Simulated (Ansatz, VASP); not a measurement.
# Two plane-wave programs on TaSe4

```
Ta Se
1.0
    -3.28933    3.28933    3.28933
     3.28933   -3.28933    3.28933
     3.28933    3.28933   -3.28933
Ta Se
1 4
Cartesian
  0.0000 0.0000 0.0000
  1.8774 1.8774 -1.8774
  -1.8774 1.8774 1.8774
  1.8774 -1.8774 1.8774
  1.4120 1.4120 1.4120
```

Change from the starting cell: species swapped into the H4C type (I-43m, No. 217).

Alike in both runs: task relaxation of cell and atoms; functional PBE; k mesh 8 × 8 × 8; occupations gaussian, width 0.1 eV; no spin polarisation.

|  | VASP | Ansatz |
| --- | --- | --- |
| version | VASP 6.6.1 | Ansatz 0.2.0 |
| potentials or method | VASP PAW PBE potentials, release 64 (Ta_pv, Se), cutoff 600 eV | scalar-relativistic, plane waves, PAW |
| valence electrons in the cell | 35 | 77 |

VASP gave:

```
gap on the k mesh at the Fermi level, each at its own relaxed structure (eV) : none
relaxed volume (Å³/atom)                                                     : 28.47
relaxed cell length with the largest relative difference (Å)                 : 5.697
```

**Question.** Estimate Ansatz's values.

**Answer.** gap on the k mesh at the Fermi level, each at its own relaxed structure (eV): none; relaxed volume (Å³/atom): 28.33; relaxed cell length with the largest relative difference (Å): 5.688.

A gap of «none» marks a metal or a gap that the smearing closes. VASP's potentials hold 35 valence electrons a cell and Ansatz's 77, so a difference there can come from the potentials and not from the codes.

Neither program's run includes spin-orbit coupling. Noted on VASP's run: the relaxation stopped at its first step, so nothing moved.
